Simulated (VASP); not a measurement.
**NaF: single point with PBE**

Crystal: NaF.

```
CELL_PARAMETERS angstrom
0.00000 2.28589 2.28589
2.28589 0.00000 2.28589
2.28589 2.28589 0.00000
ATOMIC_POSITIONS crystal
Na 0.00000 0.00000 0.00000
F 0.48906 0.51094 0.51094
```

```
Program             : VASP 6.6.1
Task                : single point
Functional          : PBE
Potentials or basis : VASP PAW PBE potentials, release 64 (Na_pv, F)
Cutoff              : 600 eV
k mesh              : 8 × 8 × 8
Occupations         : gaussian, width 0.1 eV
Spin                : no spin polarisation
```

```
Pressure               : 4.4 GPa
Largest force          : 0.148 eV/Å
Band gap on the k mesh : 6.53 eV
```

Forces on the atoms (eV/Å):
```
Na   0.148  0.000  0.000
F   -0.148  0.000  0.000
```

Stress tensor (GPa, compression positive):
```
4.66 0.00 0.00
0.00 4.30 0.00
0.00 0.00 4.30
```

Levels at points of the mesh, in eV from the valence-band top:
```tsv
k point	band 4	band 5	band 6	band 7	band 8	band 9	band 10	band 11
(0.00, 0.00, 0.00)	-18.82	0.00	0.00	0.00	6.53	19.27	19.28	19.28
(0.50, 0.00, 0.00)	-18.06	-1.68	-0.27	-0.27	11.04	12.82	20.55	20.55
(0.50, 0.50, 0.00)	-18.84	-1.33	-0.42	-0.42	13.45	13.50	14.00	20.30
(0.00, 0.50, 0.50)	-18.88	-1.33	-0.42	-0.42	13.45	13.46	14.04	20.31
```

It took 12 s on 1 thread of AMD EPYC 9R45 96-Core Processor (Zen 5), with other jobs on the host, peak memory 0.13 GiB.

Caveat: the cell stands under pressure.
